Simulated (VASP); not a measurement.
# TiCo (Pm-3m) in VASP: notebook

The runs below take TiCo through single point, with PBE.

All numbers are computed with VASP 6.6.1; they aren't measurements. Logs are shortened: lines on timing, memory, paths and dates and some standing lists are left out, and cuts for length are marked.

**1. The cell of the first run**

The structure is cubic, space group Pm-3m (No. 221). Conventional cell: a = 2.868 Å, b = 2.868 Å, c = 2.868 Å, α = 90.00°, β = 90.00°, γ = 90.00°. Ti (site symmetry m-3m) has 8 Co at 2.48 Å and 6 Ti at 2.87 Å within 3.3 Å. Co (site symmetry m-3m) has 8 Ti at 2.48 Å and 6 Co at 2.87 Å within 3.3 Å.

**2. Single point, PBE, collinear spin, ferromagnetic start**

INCAR

```
ALGO = Normal
EDIFF = 1E-6
ENCUT = 520
GGA = PE
ISIF = 2
ISMEAR = 0
ISPIN = 2
LASPH = T
LCHARG = T
LELF = T
LMAXMIX = 4
LORBIT = 11
LREAL = F
LVHAR = T
LWAVE = F
MAGMOM = 0 0.9
NBANDS = 22
NELM = 150
PREC = Accurate
SIGMA = 0.1
```

KPOINTS

```
k-points
0
Gamma
  14 14 14
```

POSCAR

```
TiCo
1.0
    2.8675347022      0.0000000000      0.0000000000
    0.0000000000      2.8675347022      0.0000000000
    0.0000000000      0.0000000000      2.8675347022
Ti Co
1 1
Direct
    0.0000000000      0.0000000000      0.0000000000
    0.5000000000      0.5000000000      0.5000000000
```

Potentials or basis: VASP PAW PBE potentials, release 64 (Ti_sv, Co).

Launch:

```
cat potpaw_PBE.64/Ti_sv/POTCAR potpaw_PBE.64/Co/POTCAR > POTCAR
mpirun -np 1 vasp_std > vasp.out
```

OUTCAR:

```text
EDIFF = 1E-6
   ENCUT = 520
   GGA = PE
   ISIF = 2
   ISMEAR = 0
   ISPIN = 2
   LASPH = T
   LORBIT = 11
   LREAL = F
   NELM = 150
   PREC = Accurate

 ion  position               nearest neighbor table
   1  0.000  0.000  0.000-   2 2.48   2 2.48   2 2.48   2 2.48   2 2.48   2 2.48   2 2.48   2 2.48

   2  0.500  0.500  0.500-   1 2.48   1 2.48   1 2.48   1 2.48   1 2.48   1 2.48   1 2.48   1 2.48

  LATTYP: Found a simple cubic cell.
 ALAT       =     2.8675347022

  Lattice vectors:

 A1 = (   2.8675347022,   0.0000000000,   0.0000000000)
 A2 = (   0.0000000000,   2.8675347022,   0.0000000000)
 A3 = (   0.0000000000,   0.0000000000,   2.8675347022)

Analysis of symmetry for initial positions (statically):
=====================================================================
 Subroutine PRICEL returns:
 Original cell was already a primitive cell.

 Routine SETGRP: Setting up the symmetry group for a
 simple cubic supercell.

 Subroutine GETGRP returns: Found 48 space group operations
 (whereof 48 operations were pure point group operations)
 out of a pool of 48 trial point group operations.

The static configuration has the point symmetry O_h .

Analysis of symmetry for dynamics (positions and initial velocities):
=====================================================================
 Subroutine PRICEL returns:
 Original cell was already a primitive cell.

 Routine SETGRP: Setting up the symmetry group for a
 simple cubic supercell.

 Subroutine GETGRP returns: Found 48 space group operations
 (whereof 48 operations were pure point group operations)
 out of a pool of 48 trial point group operations.

The dynamic configuration has the point symmetry O_h .

Analysis of structural, dynamic, and magnetic symmetry:
=====================================================================
 Subroutine PRICEL returns:
 Original cell was already a primitive cell.

 Routine SETGRP: Setting up the symmetry group for a
 simple cubic supercell.

 Subroutine GETGRP returns: Found 48 space group operations
 (whereof 48 operations were pure point group operations)
 out of a pool of 48 trial point group operations.

The overall configuration has the point symmetry O_h .

 Subroutine INISYM returns: Found 48 space group operations
[... 108 lines left out ...]
   NELECT =      21.0000    total number of electrons
   NUPDOWN=      -1.0000    fix difference up-down
   EMIN   =  10.00;   EMAX   =-10.00  energy-range for DOS
   EFERMI =   0.00;   METHOD = LEGACY
   ISMEAR =     0;   SIGMA  =   0.10  broadening in eV -4-tet -1-fermi 0-gaus
   EFERMI_NEDOS =   21; number of points for ismear=-14 and -15
   IALGO  =     38    algorithm
   IMIX   =      4    mixing-type and parameters
     AMIX     =   0.40;   BMIX     =  1.00
     AMIX_MAG =   1.60;   BMIX_MAG =  1.00
  volume/ion in A,a.u.               =      11.79        79.56
  Fermi-wavevector in a.u.,A,eV,Ry     =   1.575092  2.976492 33.754893  2.480915
  Thomas-Fermi vector in A             =   2.676128
   LORBIT       =     11    0 simple, 1 ext, 2 COOP (PROOUT), +10 PAW based schemes
   GGA     = PE    functional components
   LHFCALC =     F    Hartree Fock is set to
   AEXX    =    0.0000 exact exchange contribution
   IVDW    =     0    specifies the selected vdW correction
   LEPSILON=     F    determine dielectric tensor
   LRPA    =     F    only Hartree local field effects (RPA)
 spin polarized calculation
 Gauss-broadening in eV      SIGMA  =   0.10
  energy-cutoff  :      520.00
  volume of cell :       23.58
 maximum number of plane-waves:       655
 NGX is ok and might be reduce to    24
   NGX = 11   NGY = 11   NGZ = 11

 number of electron      21.0000000 magnetization       0.5294619

 Free energy of the ion-electron system (eV)
  ---------------------------------------------------
  ext. energy  EPLUGINS =         0.00000000
  ---------------------------------------------------
  free energy    TOTEN  =       -15.47954903 eV

  energy without entropy =      -15.46925497  energy(sigma->0) =      -15.47440200

 E-fermi :  11.6181     XC(G=0): -13.2360

 val. band max:       11.6158810836   @ k =   0.4286   0.4286   0.3571
 cond. band min:      11.6220560067   @ k =   0.5000   0.2857   0.0000
 fundamental gap:      0.0061749231
 Fermi energy:        11.6180857913

 spin component 1

 k-point     1 :       0.0000    0.0000    0.0000
  band No.  band energies     occupation
      1     -45.4178      1.00000
      2     -21.4644      1.00000
      3     -21.4644      1.00000
      4     -21.4644      1.00000
      5       3.4096      1.00000
      6       6.9277      1.00000
[... 589 lines left out ...]
     21      30.8991      0.00000
     22      32.9960      0.00000

 [... further k-points ...]

 spin component 2

 k-point     1 :       0.0000    0.0000    0.0000
  band No.  band energies     occupation
      1     -45.3955      1.00000
      2     -21.4422      1.00000
      3     -21.4422      1.00000
      4     -21.4422      1.00000
      5       3.4243      1.00000
      6       7.2949      1.00000
[... 589 lines left out ...]
     21      30.8660      0.00000
     22      33.0512      0.00000

 [... further k-points ...]
[... 5 lines left out ...]
  --------------------------------------------------------------------------------------
  -------------------------------------------------------------------------------------
  Total        3.5306195      3.5306195      3.5306195      0.0000000      0.0000000     -0.0000000
  in kB      239.9028748    239.9028748    239.9028748      0.0000000      0.0000000     -0.0000000
  external PRESSURE =     239.9028748 kB  Pullay stress =       0.0000000 kB

 VOLUME and BASIS-vectors are now :
 -----------------------------------------------------------------------------
  energy-cutoff  :      520.00
  volume of cell :       23.58
      direct lattice vectors                 reciprocal lattice vectors
     2.867534702  0.000000000  0.000000000     0.348731612  0.000000000  0.000000000
     0.000000000  2.867534702  0.000000000     0.000000000  0.348731612  0.000000000
     0.000000000  0.000000000  2.867534702     0.000000000  0.000000000  0.348731612

 POSITION                                       TOTAL-FORCE (eV/Angst)
 -----------------------------------------------------------------------------------
      0.00000      0.00000      0.00000         0.000000      0.000000      0.000000
      1.43377      1.43377      1.43377         0.000000      0.000000      0.000000
 -----------------------------------------------------------------------------------
    total drift:                                0.000000      0.000000     -0.000000

  FREE ENERGIE OF THE ION-ELECTRON SYSTEM (eV)
  ---------------------------------------------------
  free  energy   TOTEN  =       -15.4795490252 eV

  energy  without entropy=      -15.4692549671  energy(sigma->0) =      -15.47440200

 total charge

# of ion       s       p       d       tot
------------------------------------------
    1        2.277   6.224   1.978  10.480
    2        0.575   0.530   7.413   8.518
--------------------------------------------------
tot          2.852   6.754   9.391  18.998

 magnetization (x)

# of ion       s       p       d       tot
------------------------------------------
    1       -0.001  -0.007   0.021   0.013
    2        0.022  -0.003   0.514   0.533
--------------------------------------------------
tot          0.021  -0.010   0.535   0.546
```

OSZICAR:

```text
N       E                     dE             d eps       ncg     rms          rms(c)
DAV:   1     0.164518536172E+03    0.16452E+03   -0.95415E+03 10800   0.123E+03
DAV:   2    -0.714506902146E+01   -0.17166E+03   -0.16291E+03 10800   0.306E+02
DAV:   3    -0.171996671869E+02   -0.10055E+02   -0.98750E+01 12992   0.789E+01
DAV:   4    -0.174576938545E+02   -0.25803E+00   -0.25747E+00 12046   0.115E+01
DAV:   5    -0.174654417148E+02   -0.77479E-02   -0.77473E-02 12640   0.186E+00    0.153E+01
DAV:   6    -0.163328440763E+02    0.11326E+01   -0.83071E+00 12106   0.384E+01    0.904E+00
DAV:   7    -0.169078669601E+02   -0.57502E+00   -0.13774E+01 13172   0.338E+01    0.156E+01
DAV:   8    -0.154648359538E+02    0.14430E+01   -0.61400E+00 12200   0.202E+01    0.196E+00
DAV:   9    -0.154942606690E+02   -0.29425E-01   -0.16685E-01 13802   0.365E+00    0.208E+00
DAV:  10    -0.154785575408E+02    0.15703E-01   -0.65973E-02 13308   0.262E+00    0.672E-01
DAV:  11    -0.154789878184E+02   -0.43028E-03   -0.61391E-03 13954   0.693E-01    0.342E-01
DAV:  12    -0.154794591916E+02   -0.47137E-03   -0.36612E-03 13322   0.498E-01    0.182E-01
DAV:  13    -0.154794997996E+02   -0.40608E-04   -0.12831E-03 15994   0.272E-01    0.797E-02
DAV:  14    -0.154795305306E+02   -0.30731E-04   -0.18578E-04 16206   0.109E-01    0.407E-02
DAV:  15    -0.154795460437E+02   -0.15513E-04   -0.73403E-05 15600   0.741E-02    0.163E-02
DAV:  16    -0.154795492563E+02   -0.32126E-05   -0.23599E-05 14768   0.397E-02    0.772E-03
DAV:  17    -0.154795490252E+02    0.23108E-06   -0.35692E-06  9614   0.186E-02
   1 F= -.15479549E+02 E0= -.15474402E+02  d E =-.102941E-01  mag=     0.5306
```

stdout:

```text
POSCAR found type information on POSCAR TiCo
 POSCAR found :  2 types and       2 ions
 scaLAPACK will be used
 LDA part: xc-table for (Slater+PW92), standard interpolation
 POSCAR, INCAR and KPOINTS ok, starting setup
 FFT: planning ... GRIDC
 FFT: planning ... GRID_SOFT
 FFT: planning ... GRID
 WAVECAR not read
 entering main loop
```

It took 46 s on 1 thread of Intel Xeon 6975P-C (Granite Rapids), shared host; peak memory 0.22 GiB.

Results:

```yaml
Free_energy: -15.4795 eV
Pressure: 24.0 GPa
Net_moment: 0.53 μB per cell
Site_moments: Ti +0.01; Co +0.53 μB
Valence_electrons_inside_the_program's_atomic_spheres: Ti 10.48; Co 8.52
```

**3. Single point, PBE, collinear spin, ferromagnetic start**

This run uses another cell than the first one, of 12.47 Å³/atom, 1.057 times its volume.

INCAR

```
SYSTEM = TiCo
PREC = Accurate
ENCUT = 520
EDIFF = 1E-7
ISMEAR = 0
SIGMA = 0.1
LREAL = .False.
LASPH = .True.
NELM = 150
ALGO = Normal
ISIF = 2
LWAVE = .False.
LCHARG = .False.
ISPIN = 2
MAGMOM = 0 1.03
LORBIT = 11
LMAXMIX = 4
GGA = PE
NBANDS = 22
```

KPOINTS

```
regular mesh
0
Gamma
  14 14 14
  0 0 0
```

POSCAR

```
TiCo
1.0
    2.9214620481      0.0000000000      0.0000000000
    0.0000000000      2.9214620481      0.0000000000
    0.0000000000      0.0000000000      2.9214620481
Ti Co
1 1
Direct
    0.0000000000      0.0000000000      0.0000000000
    0.5000000000      0.5000000000      0.5000000000
```

Potentials or basis: VASP PAW PBE potentials, release 64 (Ti_sv, Co).

Launch:

```
cat potpaw_PBE.64/Ti_sv/POTCAR potpaw_PBE.64/Co/POTCAR > POTCAR
mpirun -np 1 vasp_std > vasp.out
```

Wall time 49 s (1 thread of Intel Xeon 6975P-C (Granite Rapids), shared host); peak memory 0.22 GiB.

It converged, with:

| Quantity | Value |
| --- | --- |
| Free energy | -15.6257 eV |
| Pressure | 11.1 GPa |
| Net moment | 0.72 μB per cell |
| Site moments | Ti +0.00; Co +0.75 μB |
| Valence electrons inside the program's atomic spheres | Ti 10.38; Co 8.41 |

Levels at points of the mesh, in eV from the Fermi level:
Spin up:
```
           k point  band 8  band 9  band 10  band 11  band 12  band 13  band 14  band 15
(0.00, 0.00, 0.00)   -1.93   -1.93    -1.93     0.55     0.55     2.87     2.87     2.87
(0.50, 0.00, 0.00)   -2.03   -2.03    -1.52    -0.87    -0.41     0.65     0.65     2.36
(0.50, 0.50, 0.00)   -2.89   -1.39    -0.67     0.71     0.71     1.19     2.66     2.66
(0.50, 0.50, 0.50)   -2.31   -2.31    -2.31    -1.35    -1.35     3.42     3.42     7.48
```
Spin down:
```tsv
k point	band 6	band 7	band 8	band 9	band 10	band 11	band 12	band 13	band 14	band 15
(0.00, 0.00, 0.00)	-3.93	-3.93	-1.49	-1.49	-1.49	1.02	1.02	2.98	2.98	2.98
(0.50, 0.00, 0.00)	-3.97	-2.21	-1.57	-1.57	-1.02	-0.94	0.54	0.68	0.68	2.40
(0.50, 0.50, 0.00)	-4.00	-2.55	-2.55	-0.17	0.20	0.71	0.71	1.33	2.83	2.83
(0.50, 0.50, 0.50)	-2.52	-2.52	-2.29	-2.29	-2.29	-0.14	-0.14	3.39	3.39	7.73
```

**4. Single point, PBE, collinear spin, ferromagnetic start**

This run uses another cell than the first one, of 13.00 Å³/atom, 1.102 times its volume.

INCAR

```
SYSTEM = TiCo
PREC = Accurate ; ENCUT = 520
EDIFF = 1E-6 ; ISMEAR = 0
SIGMA = 0.1 ; LREAL = .FALSE.
LASPH = .TRUE. ; NELM = 150
ALGO = Normal ; ISIF = 2
LWAVE = .FALSE. ; LCHARG = .FALSE.
ISPIN = 2 ; MAGMOM = 0 1.07
LORBIT = 11 ; LMAXMIX = 4
GGA = PE ; NBANDS = 22
```

KPOINTS

```
regular mesh
0
G
  14 14 14
  0 0 0
```

POSCAR

```
TiCo
1.0
    2.9622947496      0.0000000000      0.0000000000
    0.0000000000      2.9622947496      0.0000000000
    0.0000000000      0.0000000000      2.9622947496
Ti Co
1 1
Direct
    0.0000000000      0.0000000000      0.0000000000
    0.5000000000      0.5000000000      0.5000000000
```

Launch:

```
cat potpaw_PBE.64/Ti_sv/POTCAR potpaw_PBE.64/Co/POTCAR > POTCAR
mpirun -np 1 vasp_std > vasp.out
```

Wall time 46 s (1 thread of Intel Xeon 6975P-C (Granite Rapids), shared host); peak memory 0.23 GiB.

It converged, with:

- Free energy: -15.6731 eV
- Pressure: 3.4 GPa
- Net moment: 0.84 μB per cell
- Site moments: Ti -0.01; Co +0.90 μB
- Valence electrons inside the program's atomic spheres: Ti 10.32; Co 8.33

Levels at points of the mesh, in eV from the Fermi level:
Spin up:
```tsv
k point	band 8	band 9	band 10	band 11	band 12	band 13	band 14	band 15
(0.00, 0.00, 0.00)	-1.90	-1.90	-1.90	0.50	0.50	2.75	2.75	2.75
(0.50, 0.00, 0.00)	-2.01	-2.01	-1.53	-0.75	-0.56	0.67	0.67	2.29
(0.50, 0.50, 0.00)	-2.79	-1.49	-0.76	0.66	0.66	1.14	2.52	2.52
(0.50, 0.50, 0.50)	-2.16	-2.16	-2.16	-1.46	-1.46	3.28	3.28	7.12
```
Spin down:
```tsv
k point	band 7	band 8	band 9	band 10	band 11	band 12	band 13	band 14
(0.00, 0.00, 0.00)	-3.65	-1.38	-1.38	-1.38	1.04	1.04	2.85	2.85
(0.50, 0.00, 0.00)	-1.97	-1.46	-1.46	-0.93	-0.84	0.59	0.69	0.69
(0.50, 0.50, 0.00)	-2.38	-2.38	-0.04	0.28	0.64	0.64	1.29	2.71
(0.50, 0.50, 0.50)	-2.38	-2.15	-2.15	-2.15	-0.01	-0.01	3.23	3.23
```

**5. Single point, PBE, collinear spin, ferromagnetic start**

This run uses another cell than the first one, of 13.22 Å³/atom, 1.122 times its volume.

INCAR

```
PREC = Accurate ; ENCUT = 520
EDIFF = 1E-6 ; ISMEAR = 0
SIGMA = 0.1 ; LREAL = F
LASPH = T ; NELM = 150
ALGO = Normal ; ISIF = 2
LWAVE = F ; LCHARG = F
ISPIN = 2 ; MAGMOM = 0 1.09
LORBIT = 11 ; LMAXMIX = 4
GGA = PE ; NBANDS = 22
```

KPOINTS

```
Automatic mesh
0
Gamma
  14 14 14
```

POSCAR

```
TiCo
1.0
    2.9793179750      0.0000000000      0.0000000000
    0.0000000000      2.9793179750      0.0000000000
    0.0000000000      0.0000000000      2.9793179750
Ti Co
1 1
Direct
    0.0000000000      0.0000000000      0.0000000000
    0.5000000000      0.5000000000      0.5000000000
```

Launch:

```
cat potpaw_PBE.64/Ti_sv/POTCAR potpaw_PBE.64/Co/POTCAR > POTCAR
mpirun -np 1 vasp_std > vasp.out
```

It took 45 s on 1 thread of Intel Xeon 6975P-C (Granite Rapids), shared host; peak memory 0.23 GiB.

The run converged. Its results:

```yaml
Free_energy: -15.6786 eV
Pressure: 0.5 GPa
Net_moment: 0.87 μB per cell
Site_moments: Ti -0.03; Co +0.94 μB
Valence_electrons_inside_the_program's_atomic_spheres: Ti 10.30; Co 8.30
```

Levels at points of the mesh, in eV from the Fermi level:
Spin up:
```csv
k point,band 8,band 9,band 10,band 11,band 12,band 13,band 14,band 15
"(0.00, 0.00, 0.00)",-1.88,-1.88,-1.88,0.49,0.49,2.69,2.69,2.69
"(0.50, 0.00, 0.00)",-2.00,-2.00,-1.53,-0.70,-0.60,0.67,0.67,2.26
"(0.50, 0.50, 0.00)",-2.74,-1.51,-0.78,0.65,0.65,1.12,2.47,2.47
"(0.50, 0.50, 0.50)",-2.10,-2.10,-2.10,-1.49,-1.49,3.23,3.23,6.97
```
Spin down:
```tsv
k point	band 6	band 7	band 8	band 9	band 10	band 11	band 12	band 13	band 14	band 15
(0.00, 0.00, 0.00)	-3.54	-3.54	-1.33	-1.33	-1.33	1.05	1.05	2.80	2.80	2.80
(0.50, 0.00, 0.00)	-3.82	-1.88	-1.41	-1.41	-0.90	-0.81	0.60	0.68	0.68	2.27
(0.50, 0.50, 0.00)	-3.71	-2.31	-2.31	0.00	0.30	0.62	0.62	1.28	2.66	2.66
(0.50, 0.50, 0.50)	-2.33	-2.33	-2.09	-2.09	-2.09	0.03	0.03	3.17	3.17	7.27
```

**6. Overview**

| cell | gap on the mesh (eV) | pressure (GPa) | moment (μB) |
| --- | --- | --- | --- |
| a = 2.868 Å, 2 atoms | none | 24.0 | 0.53 |
| a = 2.921 Å, 2 atoms | none | 11.1 | 0.72 |
| a = 2.962 Å, 2 atoms | none | 3.4 | 0.84 |
| a = 2.979 Å, 2 atoms | none | 0.5 | 0.87 |

Alike in all rows: task single point; level PBE; potentials or basis VASP PAW PBE potentials, release 64 (Ti_sv, Co); spin collinear, ferromagnetic start; k mesh 14 × 14 × 14; cutoff (eV) 520; smearing gaussian 0.1 eV.

Total energies depend on the potentials used, so only differences within one code and one set of settings carry meaning.
